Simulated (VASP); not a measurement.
# C in VASP: single point with PBE

Aim: the single point of C with PBE.

Everything below comes from runs of VASP 6.6.1. Logs are shortened: lines on timing, memory, paths and dates and some standing lists are left out, and cuts for length are marked.

## 1. The cell of the first run

The cell holds a molecule in a box, 1 atom: a = 15.000 Å, b = 15.500 Å, c = 16.000 Å, α = 90.00°, β = 90.00°, γ = 90.00°.

## 2. Single point, PBE, collinear spin, ferromagnetic start

INCAR reads:

```
PREC     = Accurate       # precision mode
ENCUT    = 520            # plane-wave cutoff, eV
EDIFF    = 1E-7           # SCF threshold, eV
ISMEAR   = 0              # smearing method
SIGMA    = 0.005          # smearing width, eV
LREAL    = False          # projectors in reciprocal space
LASPH    = True           # aspherical terms in the spheres
NELM     = 150            # most SCF steps
ALGO     = Normal         # electronic algorithm
ISIF     = 2              # what is computed and relaxed
LWAVE    = False          # write WAVECAR
LCHARG   = True           # write CHGCAR
ISPIN    = 2              # spin polarisation
MAGMOM   = 2              # initial moments
LORBIT   = 11             # projections on sites
GGA      = PE             # functional
LELF     = True           # ELF
LVHAR    = True         
NBANDS   = 12             # bands
ISYM     = 0
```

KPOINTS reads:

```
regular mesh
0
Gamma
  1 1 1
```

POSCAR reads:

```
C
1.0
   15.0000000000      0.0000000000      0.0000000000
    0.0000000000     15.5000000000      0.0000000000
    0.0000000000      0.0000000000     16.0000000000
C
1
Direct
    0.5000000000      0.5000000000      0.5000000000
```

Potentials or basis: VASP PAW PBE potentials, release 64 (C).

The run is started by

```
> cat potpaw_PBE.64/C/POTCAR > POTCAR
> mpirun -np 1 vasp_gam > vasp.out
```

OUTCAR:

```text
PREC = Accurate
   ENCUT = 520
   EDIFF = 1E-7
   ISMEAR = 0
   LREAL = False
   LASPH = True
   NELM = 150
   ISIF = 2
   ISPIN = 2
   LORBIT = 11
   GGA = PE
   ISYM = 0

 ion  position               nearest neighbor table
   1  0.500  0.500  0.500-

IMPORTANT INFORMATION: All symmetrisations will be switched off!
NOSYMM: (Re-)initialisation of all symmetry stuff for point group C_1.

----------------------------------------------------------------------------------------

                                     Primitive cell

  volume of cell :    3720.0000

  direct lattice vectors                    reciprocal lattice vectors
    15.000000000  0.000000000  0.000000000     0.066666667  0.000000000  0.000000000
     0.000000000 15.500000000  0.000000000     0.000000000  0.064516129  0.000000000
     0.000000000  0.000000000 16.000000000     0.000000000  0.000000000  0.062500000

  length of vectors
    15.000000000 15.500000000 16.000000000     0.066666667  0.064516129  0.062500000

  position of ions in fractional coordinates (direct lattice)
     0.500000000  0.500000000  0.500000000

  ion indices of the primitive-cell ions
   primitive index   ion index
                 1           1

----------------------------------------------------------------------------------------

 KPOINTS: regular mesh

Automatic generation of k-mesh.
 Grid dimensions read from file:
 generate k-points for:    1    1    1

 Generating k-lattice:

  Cartesian coordinates                     Fractional coordinates (reciprocal lattice)
     0.066666667  0.000000000  0.000000000     1.000000000  0.000000000  0.000000000
     0.000000000  0.064516129  0.000000000     0.000000000  1.000000000  0.000000000
     0.000000000  0.000000000  0.062500000     0.000000000  0.000000000  1.000000000

  Length of vectors
     0.066666667  0.064516129  0.062500000

  Shift w.r.t. Gamma in fractional coordinates (k-lattice)
     0.000000000  0.000000000  0.000000000

 Subroutine IBZKPT returns following result:
 ===========================================

 Found      1 irreducible k-points:

 Following reciprocal coordinates:
            Coordinates               Weight
  0.000000  0.000000  0.000000      1.000000
   k-points           NKPTS =      1   k-points in BZ     NKDIM =      1   number of bands    NBANDS=     12
   number of dos      NEDOS =    301   number of ions     NIONS =      1
   total plane-waves  NPLWV = ******
   dimension x,y,z NGX =   112 NGY =  120 NGZ =  120
   dimension x,y,z NGXF=   224 NGYF=  240 NGZF=  240
   ions per type =               1
   NGX,Y,Z   is equivalent  to a cutoff of  12.41, 12.87, 12.47 a.u.
   NGXF,Y,Z  is equivalent  to a cutoff of  24.83, 25.74, 24.94 a.u.
 SYSTEM =  unknown system
   PREC   = accura    normal or accurate (medium, high low for compatibility)
   ISTART =      0    job   : 0-new  1-cont  2-samecut
   ICHARG =      2    charge: 1-file 2-atom 10-const
   ISPIN  =      2    spin polarized calculation?
   LNONCOLLINEAR =      F non collinear calculations
   LSORBIT =      F    spin-orbit coupling
   LASPH  =      T    aspherical Exc in radial PAW
   ENCUT  =  520.0 eV  38.22 Ry    6.18 a.u.  27.89 28.82 29.75*2*pi/ulx,y,z
   NELM   =    150;   NELMIN=  2; NELMDL= -5     # of ELM steps
   EDIFF  = 0.1E-06   stopping-criterion for ELM
   LREAL  =      F    real-space projection
   EDIFFG = 0.1E-05   stopping-criterion for IOM
   NSW    =      0    number of steps for IOM
   IBRION =     -1    ionic relax: 0-MD 1-quasi-New 2-CG
   NFREE  =      0    steps in history (QN), initial steepest desc. (CG)
   ISIF   =      2    stress and relaxation
   ISYM   =      0    0-nonsym 1-usesym 2-fastsym
   POTIM  = 0.5000    time-step for ionic-motion
   TEBEG  =    0.0;   TEEND  =   0.0 temperature during run
   PSTRESS=    0.0 pullay stress
   NELECT =       4.0000    total number of electrons
   NUPDOWN=      -1.0000    fix difference up-down
   EMIN   =  10.00;   EMAX   =-10.00  energy-range for DOS
   EFERMI =   0.00;   METHOD = LEGACY
   ISMEAR =     0;   SIGMA  =   0.01  broadening in eV -4-tet -1-fermi 0-gaus
   EFERMI_NEDOS =   21; number of points for ismear=-14 and -15
   IALGO  =     38    algorithm
   IMIX   =      4    mixing-type and parameters
     AMIX     =   0.40;   BMIX     =  1.00
     AMIX_MAG =   1.60;   BMIX_MAG =  1.00
  volume/ion in A,a.u.               =    3720.00     25103.80
  Fermi-wavevector in a.u.,A,eV,Ry     =   0.167718  0.316942  0.382724  0.028129
  Thomas-Fermi vector in A             =   0.873261
   LORBIT       =     11    0 simple, 1 ext, 2 COOP (PROOUT), +10 PAW based schemes
   GGA     = PE    functional components
   LHFCALC =     F    Hartree Fock is set to
   AEXX    =    0.0000 exact exchange contribution
   IVDW    =     0    specifies the selected vdW correction
   LEPSILON=     F    determine dielectric tensor
   LRPA    =     F    only Hartree local field effects (RPA)
 spin polarized calculation
 Gauss-broadening in eV      SIGMA  =   0.01
  energy-cutoff  :      520.00
  volume of cell :     3720.00
 maximum number of plane-waves:     50071
 NGX is ok and might be reduce to   112
   NGX = 55   NGY = 57   NGZ = 59

 number of electron       4.0000000 magnetization       1.9999999

 Free energy of the ion-electron system (eV)
  ---------------------------------------------------
  ext. energy  EPLUGINS =         0.00000000
  ---------------------------------------------------
  free energy    TOTEN  =        -1.38583545 eV

  energy without entropy =       -1.38583545  energy(sigma->0) =       -1.38583545

 E-fermi :  -6.0316     XC(G=0):  -0.1485

 val. band max:       -6.0692774967   @ k =   0.0000   0.0000   0.0000
 cond. band min:      -5.5345182196   @ k =   0.0000   0.0000   0.0000
 fundamental gap:      0.5347592771
 Fermi energy:        -6.0316044841

 spin component 1

 k-point     1 :       0.0000    0.0000    0.0000
  band No.  band energies     occupation
      1     -14.4159      1.00000
      2      -6.0693      1.00000
      3      -6.0693      1.00000
      4      -5.5345      0.00000
      5      -0.3051      0.00000
      6       0.2816      0.00000
      7       0.4110      0.00000
      8       0.4401      0.00000
      9       0.5174      0.00000
     10       0.5785      0.00000
     11       0.6232      0.00000
     12       0.9853      0.00000
 Fermi energy:        -6.0316044841

 spin component 2

 k-point     1 :       0.0000    0.0000    0.0000
  band No.  band energies     occupation
      1     -11.8841      1.00000
      2      -4.6656      0.00000
      3      -3.0534      0.00000
      4      -3.0532      0.00000
      5      -0.0317      0.00000
      6       0.5084      0.00000
      7       0.5911      0.00000
      8       0.6261      0.00000
      9       0.6265      0.00000
     10       0.6470      0.00000
     11       0.6713      0.00000
     12       1.1803      0.00000

------------------------ aborting loop because EDIFF is reached ----------------------------------------

  FORCE on cell =-STRESS in cart. coord.  units (eV):
  Direction    XX          YY          ZZ          XY          YZ          ZX
  --------------------------------------------------------------------------------------
  -------------------------------------------------------------------------------------
  Total       -0.0080439     -0.0096210     -0.0093214     -0.0003246     -0.0000473     -0.0000268
  in kB       -0.0034644     -0.0041437     -0.0040147     -0.0001398     -0.0000204     -0.0000116
  external PRESSURE =      -0.0038743 kB  Pullay stress =       0.0000000 kB

 VOLUME and BASIS-vectors are now :
 -----------------------------------------------------------------------------
  energy-cutoff  :      520.00
  volume of cell :     3720.00
      direct lattice vectors                 reciprocal lattice vectors
    15.000000000  0.000000000  0.000000000     0.066666667  0.000000000  0.000000000
     0.000000000 15.500000000  0.000000000     0.000000000  0.064516129  0.000000000
     0.000000000  0.000000000 16.000000000     0.000000000  0.000000000  0.062500000

 POSITION                                       TOTAL-FORCE (eV/Angst)
 -----------------------------------------------------------------------------------
      7.50000      7.75000      8.00000         0.000000     -0.000000     -0.000000
 -----------------------------------------------------------------------------------
    total drift:                                0.000000     -0.000000     -0.000000

  FREE ENERGIE OF THE ION-ELECTRON SYSTEM (eV)
  ---------------------------------------------------
  free  energy   TOTEN  =        -1.3858354519 eV

  energy  without entropy=       -1.3858354519  energy(sigma->0) =       -1.38583545

 total charge

# of ion       s       p       d       tot
------------------------------------------
    1        1.043   0.956   0.000   1.999

 magnetization (x)

# of ion       s       p       d       tot
------------------------------------------
    1        0.031   0.956   0.000   0.987
```

Run time: 9.1 min. Hardware: 1 thread of AMD EPYC 9R45 (Zen 5), shared host; peak memory 3.5 GiB.

What came out:

* Free energy: -1.3858 eV
* Gap between the frontier levels: 0.53 eV
* Net moment: 2.00 μB per cell
* Site moments: C +0.99 μB
* Valence electrons inside the program's atomic spheres: C 2.00

Levels at points of the mesh, in eV from the valence-band top:
Spin up:
```
           k point  band 1  band 2  band 3  band 4  band 5  band 6  band 7
(0.00, 0.00, 0.00)   -8.35    0.00    0.00    0.53    5.76    6.35    6.48
```
Spin down:
```tsv
k point	band 1	band 2	band 3	band 4
(0.00, 0.00, 0.00)	-5.81	1.40	3.02	3.02
```
